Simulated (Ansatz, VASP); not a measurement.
Two plane-wave programs on Os

```xyz
1
Lattice="2.4980 0.0000 0.0000 0.0000 2.4980 0.0000 0.0000 0.0000 2.4980" Properties=species:S:1:pos:R:3 pbc="T T T"
Os    0.0000    0.0000    0.0000
```

Alike in both runs: task single point; functional RPBE; k mesh 14 × 14 × 14; occupations fermi-dirac, width 0.1 eV; no spin polarisation.

|  | VASP | Ansatz |
| --- | --- | --- |
| version | VASP 6.6.1 | Ansatz 0.2.0 |
| potentials or method | VASP PAW PBE potentials, release 64 (Os), cutoff 520 eV | plane waves (420 eV) with PAW, scalar-relativistic |
| valence electrons in the cell | 8 | 16 |

|  | VASP | Ansatz | Ansatz less VASP |
| --- | --- | --- | --- |
| pressure (GPa) | 26.5 | 26.7 | +0.19 |

VASP's potentials were made for PBE, not for RPBE. The functional is the same, so the differences come from potentials, cutoffs and numerics. VASP's potentials hold 8 valence electrons a cell and Ansatz's 16, so a difference there can come from the potentials and not from the codes.

Spin-orbit coupling is off throughout.
